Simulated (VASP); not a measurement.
NaCl: single point with PBE

NaCl:

```
CELL_PARAMETERS angstrom
3.53114 0.00000 0.00000
0.00000 3.53114 0.00000
0.00000 0.00000 3.53114
ATOMIC_POSITIONS crystal
Na 0.00000 0.00000 0.00000
Cl 0.50000 0.50000 0.50000
```

```json
{
 "Program": "VASP 6.6.1",
 "Task": "single point",
 "Functional": "PBE",
 "Potentials or basis": "VASP PAW PBE potentials, release 64 (Na_pv, Cl)",
 "Cutoff": "520 eV",
 "k mesh": "12 × 12 × 12",
 "Occupations": "gaussian, width 0.05 eV",
 "Spin": "no spin polarisation"
}
```

The pressure is -0.6 GPa. The band gap on the k mesh is 3.90 eV (least direct gap 4.37 eV).

Levels at points of the mesh, in eV from the valence-band top:
```
           k point  band 4  band 5  band 6  band 7  band 8  band 9  band 10  band 11
(0.00, 0.00, 0.00)  -13.29   -0.47   -0.47   -0.47    3.90    8.60     8.60    15.46
(0.50, 0.00, 0.00)  -12.96   -2.83   -0.24   -0.24    6.84    8.40    10.52    11.78
(0.50, 0.50, 0.00)  -12.71   -2.17   -2.17    0.00    5.54    9.83    10.86    10.86
(0.50, 0.50, 0.50)  -12.45   -1.77   -1.77   -1.77    7.12    7.12     7.12    11.45
```

It took 22 s on 1 thread of Intel(R) Xeon(R) Platinum 8488C (Sapphire Rapids), with other jobs on the host, peak memory 0.18 GiB.

A k mesh can miss the band edges. A hybrid or GW would open this gap; PBE tends to underestimate it.
